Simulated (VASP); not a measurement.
# Rh (P6_3/mmc) in VASP: a series of runs

Rh is run at these levels: PBEsol; tasks: single point.

Program: VASP 6.6.1. These are calculated values, not measurements. Logs are shortened: lines on timing, memory, paths and dates and some standing lists are left out, and cuts for length are marked.

### 1 The cell of the first run

It takes space group P6_3/mmc (No. 194, hexagonal). The conventional cell has a = 2.731 Å, b = 2.731 Å, c = 4.561 Å, α = 90.00°, β = 90.00°, γ = 120.00°. Within 3.6 Å of Rh (site symmetry -6m2) lie 12 Rh at 2.73 to 2.77 Å.

### 2 Single point, PBEsol (strain +0.000 along x and y, +0.030 along z)

The input, INCAR:

```
SYSTEM = Rh
  ALGO = Fast
  EDIFF = 1E-6
  ENCUT = 520
  GGA = PS
  ISIF = 2
  ISMEAR = 0
  LASPH = .True.
  LCHARG = .False.
  LREAL = .False.
  LWAVE = .False.
  NBANDS = 22
  NELM = 80
  PREC = Accurate
  SIGMA = 0.15
```

The input, KPOINTS:

```
k-points
0
Gamma
  18 18 12
  0 0 0
```

The input, POSCAR:

```
Rh
1.0
    2.7309790422      0.0000000000      0.0000000000
   -1.3654895211      2.3650972278      0.0000000000
    0.0000000000      0.0000000000      4.5613436700
Rh
2
Direct
    0.6666666667      0.3333333333      0.7500000000
    0.3333333333      0.6666666667      0.2500000000
```

Potentials or basis: VASP PAW PBE potentials, release 64 (Rh_pv).

The run is started by

```
$ cat potpaw_PBE.64/Rh_pv/POTCAR > POTCAR
$ mpirun -np 1 vasp_std > vasp.out
```

OUTCAR:

```text
SYSTEM = Rh
   EDIFF = 1E-6
   ENCUT = 520
   GGA = PS
   ISIF = 2
   ISMEAR = 0
   LASPH = .True.
   LREAL = .False.
   NELM = 80
   PREC = Accurate

 ion  position               nearest neighbor table
   1  0.667  0.333  0.750-   2 2.77   2 2.77   2 2.77   2 2.77   2 2.77   2 2.77
   2  0.333  0.667  0.250-   1 2.77   1 2.77   1 2.77   1 2.77   1 2.77   1 2.77

  LATTYP: Found a hexagonal cell.
 ALAT       =     2.7309790422
 C/A-ratio  =     1.6702228759

  Lattice vectors:

 A1 = (   2.7309790422,   0.0000000000,   0.0000000000)
 A2 = (  -1.3654895211,   2.3650972278,   0.0000000000)
 A3 = (   0.0000000000,   0.0000000000,   4.5613436700)

Analysis of symmetry for initial positions (statically):
=====================================================================
 Subroutine PRICEL returns:
 Original cell was already a primitive cell.

 Routine SETGRP: Setting up the symmetry group for a
 hexagonal supercell.

 Subroutine GETGRP returns: Found 24 space group operations
 (whereof 12 operations were pure point group operations)
 out of a pool of 24 trial point group operations.

The static configuration has the point symmetry D_3d.
 The point group associated with its full space group is D_6h.

Analysis of symmetry for dynamics (positions and initial velocities):
=====================================================================
 Subroutine PRICEL returns:
 Original cell was already a primitive cell.

 Routine SETGRP: Setting up the symmetry group for a
 hexagonal supercell.

 Subroutine GETGRP returns: Found 24 space group operations
 (whereof 12 operations were pure point group operations)
 out of a pool of 24 trial point group operations.

The dynamic configuration has the point symmetry D_3d.
 The point group associated with its full space group is D_6h.

 Subroutine INISYM returns: Found 24 space group operations
 (whereof 12 operations are pure point group operations),
 and found     1 'primitive' translations

----------------------------------------------------------------------------------------

                                     Primitive cell

  volume of cell :      29.4619

  direct lattice vectors                    reciprocal lattice vectors
     2.730979042  0.000000000  0.000000000     0.366169049  0.211407799  0.000000000
    -1.365489521  2.365097228  0.000000000     0.000000000  0.422815599  0.000000000
     0.000000000  0.000000000  4.561343670     0.000000000  0.000000000  0.219233645

  length of vectors
     2.730979042  2.730979042  4.561343670     0.422815599  0.422815599  0.219233645

  position of ions in fractional coordinates (direct lattice)
     0.666666667  0.333333333  0.750000000
     0.333333333  0.666666667  0.250000000

  ion indices of the primitive-cell ions
   primitive index   ion index
                 1           1
                 2           2

----------------------------------------------------------------------------------------

 KPOINTS: k-points

Automatic generation of k-mesh.
 Grid dimensions read from file:
 generate k-points for:   18   18   12

 Generating k-lattice:

  Cartesian coordinates                     Fractional coordinates (reciprocal lattice)
     0.020342725  0.011744878  0.000000000     0.055555556 -0.000000000  0.000000000
     0.000000000  0.023489755  0.000000000     0.000000000  0.055555556  0.000000000
     0.000000000  0.000000000  0.018269470     0.000000000  0.000000000  0.083333333

  Length of vectors
     0.023489755  0.023489755  0.018269470

  Shift w.r.t. Gamma in fractional coordinates (k-lattice)
     0.000000000  0.000000000  0.000000000

 Subroutine IBZKPT returns following result:
 ===========================================

 Found    259 irreducible k-points:

 Following reciprocal coordinates:
            Coordinates               Weight
  0.000000  0.000000  0.000000      1.000000
  0.055556 -0.000000  0.000000      6.000000
  0.111111 -0.000000  0.000000      6.000000
  0.166667  0.000000  0.000000      6.000000
  0.222222  0.000000  0.000000      6.000000
  0.277778  0.000000  0.000000      6.000000
[... 16 lines left out ...]
  0.333333  0.111111  0.000000     12.000000
  0.388889  0.111111  0.000000     12.000000
 [... further k-points ...]
   k-points           NKPTS =    259   k-points in BZ     NKDIM =    259   number of bands    NBANDS=     22
   number of dos      NEDOS =    301   number of ions     NIONS =      2
   total plane-waves  NPLWV =  14400
   dimension x,y,z NGX =    20 NGY =   20 NGZ =   36
   dimension x,y,z NGXF=    40 NGYF=   40 NGZF=   72
   ions per type =               2
   NGX,Y,Z   is equivalent  to a cutoff of  12.17, 12.17, 13.12 a.u.
   NGXF,Y,Z  is equivalent  to a cutoff of  24.35, 24.35, 26.24 a.u.
 SYSTEM =  Rh
   PREC   = accura    normal or accurate (medium, high low for compatibility)
   ISTART =      0    job   : 0-new  1-cont  2-samecut
   ICHARG =      2    charge: 1-file 2-atom 10-const
   ISPIN  =      1    spin polarized calculation?
   LNONCOLLINEAR =      F non collinear calculations
   LSORBIT =      F    spin-orbit coupling
   LASPH  =      T    aspherical Exc in radial PAW
   ENCUT  =  520.0 eV  38.22 Ry    6.18 a.u.   5.08  5.08  8.48*2*pi/ulx,y,z
   NELM   =     80;   NELMIN=  2; NELMDL= -5     # of ELM steps
   EDIFF  = 0.1E-05   stopping-criterion for ELM
   LREAL  =      F    real-space projection
[... 7 lines left out ...]
   TEBEG  =    0.0;   TEEND  =   0.0 temperature during run
   PSTRESS=    0.0 pullay stress
   NELECT =      30.0000    total number of electrons
   NUPDOWN=      -1.0000    fix difference up-down
   EMIN   =  10.00;   EMAX   =-10.00  energy-range for DOS
   EFERMI =   0.00;   METHOD = LEGACY
   ISMEAR =     0;   SIGMA  =   0.15  broadening in eV -4-tet -1-fermi 0-gaus
   EFERMI_NEDOS =   21; number of points for ismear=-14 and -15
   IALGO  =     68    algorithm
   IMIX   =      4    mixing-type and parameters
     AMIX     =   0.40;   BMIX     =  1.00
     AMIX_MAG =   1.60;   BMIX_MAG =  1.00
  volume/ion in A,a.u.               =      14.73        99.41
  Fermi-wavevector in a.u.,A,eV,Ry     =   1.647006  3.112390 36.907557  2.712629
  Thomas-Fermi vector in A             =   2.736538
   LORBIT       =      0    0 simple, 1 ext, 2 COOP (PROOUT), +10 PAW based schemes
   GGA     = PS    functional components
   LHFCALC =     F    Hartree Fock is set to
   AEXX    =    0.0000 exact exchange contribution
   IVDW    =     0    specifies the selected vdW correction
   LEPSILON=     F    determine dielectric tensor
   LRPA    =     F    only Hartree local field effects (RPA)
 non-spin polarized calculation
 RMM-DIIS sequential band-by-band and
 Gauss-broadening in eV      SIGMA  =   0.15
  energy-cutoff  :      520.00
  volume of cell :       29.46
 maximum number of plane-waves:       813
   NGX = 11   NGY = 11   NGZ = 17

 number of electron      30.0000009 magnetization

 Free energy of the ion-electron system (eV)
  ---------------------------------------------------
  ext. energy  EPLUGINS =         0.00000000
  ---------------------------------------------------
  free energy    TOTEN  =       -16.04064674 eV

  energy without entropy =      -15.99959714  energy(sigma->0) =      -16.02012194

 E-fermi :  10.5923     XC(G=0): -13.7760

 val. band max:       10.5908908679   @ k =   0.2222   0.0000   0.3333
 cond. band min:      10.5970915678   @ k =   0.3889   0.0000   0.1667
 fundamental gap:      0.0062006998
 Fermi energy:        10.5922526535

 k-point     1 :       0.0000    0.0000    0.0000
  band No.  band energies     occupation
      1     -36.2188      2.00000
      2     -35.7360      2.00000
      3     -35.7360      2.00000
      4     -35.6742      2.00000
      5     -35.6648      2.00000
      6     -35.6648      2.00000
[... 14 lines left out ...]
     21      28.1214      0.00000
     22      29.0945      0.00000

 k-point     2 :       0.0556   -0.0000    0.0000
  band No.  band energies     occupation
      1     -36.2132      2.00000
      2     -35.7504      2.00000
      3     -35.7404      2.00000
      4     -35.6797      2.00000
      5     -35.6760      2.00000
      6     -35.6673      2.00000
[... 14 lines left out ...]
     21      28.2560      0.00000
     22      29.1730      0.00000

 k-point     3 :       0.1111   -0.0000    0.0000
  band No.  band energies     occupation
      1     -36.1968      2.00000
      2     -35.7920      2.00000
      3     -35.7531      2.00000
      4     -35.7223      2.00000
      5     -35.6815      2.00000
      6     -35.6748      2.00000
[... 14 lines left out ...]
     21      28.6196      0.00000
     22      29.1225      0.00000

 k-point     4 :       0.1667    0.0000    0.0000
  band No.  band energies     occupation
      1     -36.1707      2.00000
      2     -35.8558      2.00000
      3     -35.7868      2.00000
      4     -35.7721      2.00000
      5     -35.6910      2.00000
      6     -35.6866      2.00000
[... 14 lines left out ...]
     21      28.9931      0.00000
     22      29.0479      0.00000

 k-point     5 :       0.2222    0.0000    0.0000
  band No.  band energies     occupation
      1     -36.1367      2.00000
      2     -35.9341      2.00000
      3     -35.8648      2.00000
      4     -35.7950      2.00000
      5     -35.7045      2.00000
      6     -35.7014      2.00000
[... 14 lines left out ...]
     21      27.9649      0.00000
     22      28.2222      0.00000

 k-point     6 :       0.2778    0.0000    0.0000
  band No.  band energies     occupation
      1     -36.0972      2.00000
      2     -36.0173      2.00000
      3     -35.9463      2.00000
      4     -35.8190      2.00000
      5     -35.7221      2.00000
      6     -35.7175      2.00000
[... 14 lines left out ...]
     21      26.6474      0.00000
     22      27.1301      0.00000

 k-point     7 :       0.3333    0.0000    0.0000
  band No.  band energies     occupation
      1     -36.0955      2.00000
      2     -36.0555      2.00000
      3     -36.0217      2.00000
      4     -35.8411      2.00000
      5     -35.7434      2.00000
      6     -35.7328      2.00000
[... 324 lines left out ...]
      6     -35.7105      2.00000
[... 14 lines left out ...]
     21      25.7620      0.00000
     22      28.1149      0.00000

 k-point    21 :       0.2222    0.1111    0.0000
  band No.  band energies     occupation
      1     -36.0843      2.00000
      2     -36.0171      2.00000
      3     -35.9726      2.00000
      4     -35.8284      2.00000
      5     -35.7453      2.00000
      6     -35.7283      2.00000
[... 14 lines left out ...]
     21      24.7832      0.00000
     22      27.1624      0.00000

 k-point    22 :       0.2778    0.1111    0.0000
  band No.  band energies     occupation
      1     -36.0884      2.00000
      2     -36.0435      2.00000
      3     -36.0307      2.00000
      4     -35.8596      2.00000
      5     -35.7645      2.00000
      6     -35.7499      2.00000
[... 14 lines left out ...]
     21      23.8130      0.00000
     22      26.3035      0.00000

 k-point    23 :       0.3333    0.1111    0.0000
  band No.  band energies     occupation
      1     -36.1467      2.00000
      2     -36.0774      2.00000
      3     -36.0041      2.00000
      4     -35.8848      2.00000
      5     -35.7800      2.00000
      6     -35.7735      2.00000
[... 14 lines left out ...]
     21      22.9662      0.00000
     22      25.5163      0.00000

 k-point    24 :       0.3889    0.1111    0.0000
  band No.  band energies     occupation
      1     -36.1846      2.00000
      2     -36.1078      2.00000
      3     -35.9726      2.00000
      4     -35.9011      2.00000
      5     -35.7947      2.00000
      6     -35.7902      2.00000
[... 14 lines left out ...]
     21      22.3649      0.00000
     22      24.8302      0.00000

 [... further k-points ...]
[... 5 lines left out ...]
  --------------------------------------------------------------------------------------
  -------------------------------------------------------------------------------------
  Total       -3.1042884     -3.1042884     -4.4608342      0.0000000      0.0000000      0.0000000
  in kB     -168.8155646   -168.8155647   -242.5864302      0.0000000      0.0000000      0.0000000
  external PRESSURE =    -193.4058532 kB  Pullay stress =       0.0000000 kB

 VOLUME and BASIS-vectors are now :
 -----------------------------------------------------------------------------
  energy-cutoff  :      520.00
  volume of cell :       29.46
      direct lattice vectors                 reciprocal lattice vectors
     2.730979042  0.000000000  0.000000000     0.366169049  0.211407799  0.000000000
    -1.365489521  2.365097228  0.000000000     0.000000000  0.422815599  0.000000000
     0.000000000  0.000000000  4.561343670     0.000000000  0.000000000  0.219233645

 POSITION                                       TOTAL-FORCE (eV/Angst)
 -----------------------------------------------------------------------------------
      1.36549      0.78837      3.42101         0.000000     -0.000000      0.000000
     -0.00000      1.57673      1.14034        -0.000000      0.000000      0.000000
 -----------------------------------------------------------------------------------
    total drift:                               -0.000000      0.000000     -0.000000

  FREE ENERGIE OF THE ION-ELECTRON SYSTEM (eV)
  ---------------------------------------------------
  free  energy   TOTEN  =       -16.0406467362 eV

  energy  without entropy=      -15.9995971411  energy(sigma->0) =      -16.02012194
```

It took 58 s on 1 thread of Intel Xeon 6975P-C (Granite Rapids), shared host; peak memory 0.23 GiB.

What came out:

```yaml
Free_energy: -16.0406 eV
Pressure: -19.3 GPa
Band_gap_on_the_k_mesh: zero (band 15 reaches 11.27 eV, above the bottom of band 16 at 8.99 eV)
```

Stress tensor (GPa, compression positive):
```
-16.88   0.00   0.00
  0.00 -16.88   0.00
  0.00   0.00 -24.26
```

Levels at points of the mesh, in eV from the Fermi level:
```
           k point  band 13  band 14  band 15  band 16  band 17  band 18
(0.00, 0.00, 0.00)    -2.30    -1.50    -1.50     0.16     0.16     0.46
(0.50, 0.00, 0.00)    -1.86     0.49     0.54     0.77     2.89     4.88
(0.00, 0.00, 0.50)    -2.76    -2.76    -0.36    -0.36    -0.36    -0.36
(0.50, 0.00, 0.50)    -0.24    -0.24     0.67     0.67     2.57     2.57
```

Caveat: the cell differs from its parent crystal (strain +0.000 along x and y, +0.030 along z); the PAW data sets were made with another functional, which shifts forces and pressure a little.

### 3 Single point, PBEsol (strain +0.030 along x and y, -0.030 along z)

The input, INCAR:

```
SYSTEM = Rh
ALGO     = Fast           ! electronic algorithm
EDIFF    = 1E-6           ! SCF threshold, eV
ENCUT    = 520            ! plane-wave cutoff, eV
GGA      = PS             ! functional
ISIF     = 2              ! what is computed and relaxed
ISMEAR   = 0              ! smearing method
LASPH    = .TRUE.         ! aspherical terms in the spheres
LCHARG   = .TRUE.         ! write CHGCAR
LELF     = .TRUE.         ! ELF
LREAL    = .FALSE.        ! projectors in reciprocal space
LVHAR    = .TRUE.       
LWAVE    = .FALSE.        ! write WAVECAR
NBANDS   = 22             ! bands
NELM     = 80             ! most SCF steps
PREC     = Accurate       ! precision mode
SIGMA    = 0.15           ! smearing width, eV
```

The input, KPOINTS:

```
k-points
0
G
  18 18 12
  0 0 0
```

The input, POSCAR:

```
Rh
1.0
    2.8129084135      0.0000000000      0.0000000000
   -1.4064542067      2.4360501446      0.0000000000
    0.0000000000      0.0000000000      4.2956343300
Rh
2
Direct
    0.6666666667      0.3333333333      0.7500000000
    0.3333333333      0.6666666667      0.2500000000
```

Potentials or basis: VASP PAW PBE potentials, release 64 (Rh_pv).

The run is started by

```
$ cat potpaw_PBE.64/Rh_pv/POTCAR > POTCAR
$ mpirun -np 1 vasp_std > vasp.out
```

Run time: 63 s. Hardware: 1 thread of Intel Xeon 6975P-C (Granite Rapids), shared host; peak memory 0.24 GiB.

Results (log left out):

```yaml
Free_energy: -16.0290 eV
Pressure: -18.5 GPa
Band_gap_on_the_k_mesh: zero (band 15 reaches 11.14 eV, above the bottom of band 16 at 9.12 eV)
```

Stress tensor (GPa, compression positive):
```
-21.86   0.00   0.00
  0.00 -21.86   0.00
  0.00   0.00 -11.84
```

Levels at points of the mesh, in eV from the Fermi level:
```
           k point  band 12  band 13  band 14  band 15  band 16  band 17  band 18  band 19
(0.00, 0.00, 0.00)    -2.20    -2.20    -2.11    -2.11     0.10     0.10     1.29     8.73
(0.50, 0.00, 0.00)    -2.18    -1.82     0.11     0.49     0.71     2.63     4.52     9.97
(0.00, 0.00, 0.50)    -3.01    -2.75    -2.75    -0.38    -0.38    -0.38    -0.38    14.87
(0.50, 0.00, 0.50)    -1.71    -0.33    -0.33     0.35     0.35     2.46     2.46     8.50
```

Caveat: the cell differs from its parent crystal (strain +0.030 along x and y, -0.030 along z); the PAW data sets were made with another functional, which shifts forces and pressure a little.

### 4 Single point, PBEsol (strain +0.015 along x and y, +0.000 along z)

The input, INCAR:

```
SYSTEM = Rh
  PREC = Accurate
  ENCUT = 520
  EDIFF = 1E-6
  ISMEAR = 0
  SIGMA = 0.15
  LREAL = .FALSE.
  LASPH = .TRUE.
  NELM = 60
  ALGO = Fast
  ISIF = 2
  LWAVE = .FALSE.
  LCHARG = .FALSE.
  GGA = PS
  NBANDS = 22
```

The input, KPOINTS:

```
regular mesh
0
G
  18 18 12
  0 0 0
```

The input, POSCAR:

```
Rh
1.0
    2.7719437279      0.0000000000      0.0000000000
   -1.3859718639      2.4005736862      0.0000000000
    0.0000000000      0.0000000000      4.4284890000
Rh
2
Direct
    0.6666666667      0.3333333333      0.7500000000
    0.3333333333      0.6666666667      0.2500000000
```

The run is started by

```
$ cat potpaw_PBE.64/Rh_pv/POTCAR > POTCAR
$ mpirun -np 1 vasp_std > vasp.out
```

It took 74 s on 1 thread of Intel Xeon 6975P-C (Granite Rapids), shared host; peak memory 0.24 GiB.

Results (log left out):

| Property | Result |
| --- | --- |
| Free energy | -16.0568 eV |
| Pressure | -19.7 GPa |
| Band gap on the k mesh | zero (band 15 reaches 11.21 eV, above the bottom of band 16 at 9.02 eV) |

Stress tensor (GPa, compression positive):
```
-20.08   0.00   0.00
  0.00 -20.08   0.00
  0.00   0.00 -18.82
```

Levels at points of the mesh, in eV from the Fermi level:
| k point | band 11 | band 12 | band 13 | band 14 | band 15 | band 16 | band 17 | band 18 | band 19 | band 20 |
| --- | --- | --- | --- | --- | --- | --- | --- | --- | --- | --- |
| (0.00, 0.00, 0.00) | -2.72 | -2.25 | -2.25 | -1.80 | -1.80 | 0.12 | 0.12 | 0.85 | 8.08 | 15.72 |
| (0.50, 0.00, 0.00) | -2.41 | -2.02 | -1.99 | 0.32 | 0.59 | 0.61 | 2.76 | 4.70 | 9.80 | 10.33 |
| (0.00, 0.00, 0.50) | -2.86 | -2.86 | -2.86 | -2.86 | -0.40 | -0.40 | -0.40 | -0.40 | 14.59 | 14.59 |
| (0.50, 0.00, 0.50) | -1.55 | -1.55 | -0.28 | -0.28 | 0.50 | 0.50 | 2.51 | 2.51 | 8.59 | 8.59 |

Caveat: the cell differs from its parent crystal (strain +0.015 along x and y, +0.000 along z); the PAW data sets were made with another functional, which shifts forces and pressure a little.

### 5 Overview

```csv
cell,gap on the mesh (eV),pressure (GPa)
"a = 2.731, b = 2.731, c = 4.561 Å, angles 90.0, 90.0, 120.0°, 2 atoms",none,-19.3
"a = 2.813, b = 2.813, c = 4.296 Å, angles 90.0, 90.0, 120.0°, 2 atoms",none,-18.5
"a = 2.772, b = 2.772, c = 4.428 Å, angles 90.0, 90.0, 120.0°, 2 atoms",none,-19.7
```

Alike in all rows: task single point; level PBEsol; potentials or basis VASP PAW PBE potentials, release 64 (Rh_pv); no spin polarisation; k mesh 18 × 18 × 12; cutoff (eV) 520; smearing gaussian 0.15 eV.

Caveats: the PAW data sets were made with another functional, which shifts forces and pressure a little.

Total energies depend on the potentials used, so only differences within one code and one set of settings carry meaning.
